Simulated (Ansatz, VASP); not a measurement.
## Bi2Te2O: VASP beside Ansatz

Contents of INCAR:

```
PREC     = Accurate       # precision mode
ENCUT    = 600            # plane-wave cutoff, eV
EDIFF    = 1E-6           # SCF threshold, eV
ISMEAR   = 0              # smearing method
SIGMA    = 0.15           # smearing width, eV
LREAL    = F              # projectors in reciprocal space
LASPH    = T              # aspherical terms in the spheres
NELM     = 100            # most SCF steps
ALGO     = Normal         # electronic algorithm
ISIF     = 3              # what is computed and relaxed
LWAVE    = F              # write WAVECAR
LCHARG   = F              # write CHGCAR
GGA      = PE             # functional
IBRION   = 2              # ionic algorithm
NSW      = 36             # ionic steps
EDIFFG   = -0.08          # ionic threshold
```

KPOINTS

```
regular mesh
0
Gamma
  4 4 4
```

File POSCAR:

```
Bi2Te2O
1.0
   -2.1031786400      2.1031786400      6.7180210700
    2.1031786400     -2.1031786400      6.7180210700
    2.1031786400      2.1031786400     -6.7180210700
Bi Te O
2 2 1
Direct
    0.8615329300      0.8615329300      0.0000000000
    0.1384670700      0.1384670700      0.0000000000
    0.6523096000      0.6523096000      0.0000000000
    0.3476904000      0.3476904000      0.0000000000
    0.0000000000      0.0000000000      0.0000000000
```

Input for Ansatz:

```yaml
crystal:
  lattice:
    - [-2.10317864, 2.10317864, 6.71802107]
    - [2.10317864, -2.10317864, 6.71802107]
    - [2.10317864, 2.10317864, -6.71802107]
  atoms:
    - { symbol: Bi, position: [0.86153293, 0.86153293, 0.0] }
    - { symbol: Bi, position: [0.13846707, 0.13846707, 0.0] }
    - { symbol: Te, position: [0.6523096, 0.6523096, 0.0] }
    - { symbol: Te, position: [0.3476904, 0.3476904, 0.0] }
    - { symbol: O, position: [0.0, 0.0, 0.0] }
basis:
  ecutwfc: 420
kpoints:
  mp_grid: { grid: [4, 4, 4] }
hamiltonian:
  xc: pbe
scf:
  occupations: { method: gaussian, width: 0.15 }
  lower_state_search: "off"
output:
  forces: true
  stress: true
  eigenvalues: true
relax:
  adjacent_minimum: "off"
  f_tol: 0.08
  max_steps: 16
  cell: { stress_tol: 0.8 }
```

Change from the starting cell: species swapped into the Sc2BC2 type (I4/mmm, No. 139).

Alike in both runs: task relaxation of cell and atoms; functional PBE; k mesh 4 × 4 × 4; occupations gaussian, width 0.15 eV; no spin polarisation.

|  | VASP | Ansatz |
| --- | --- | --- |
| version | VASP 6.6.1 | Ansatz 0.2.0 |
| potentials or method | VASP PAW PBE potentials, release 64 (Bi_d, Te, O), cutoff 600 eV | scalar-relativistic, plane waves, PAW |
| valence electrons in the cell | 48 | 68 |

Ansatz gave:

```
gap on the k mesh at the Fermi level, each at its own relaxed structure (eV)  : 0.37
relaxed volume (Å³/atom)                                                      : 32.98
relaxed length of the cell vector where the two differ most in proportion (Å) : 8.994
```

Q: What did VASP give for the same quantities?

A: gap on the k mesh at the Fermi level, each at its own relaxed structure (eV): 0.34; relaxed volume (Å³/atom): 32.74; relaxed length of the cell vector where the two differ most in proportion (Å): 8.862.

VASP's potentials hold 48 valence electrons a cell and Ansatz's 68, so a difference there can come from the potentials and not from the codes.

The k mesh is coarse, so the values compare programs but aren't converged. Spin-orbit coupling is off throughout. Noted on VASP's run: the volume moved by over 15 % at a fixed basis, so the end points are rough.
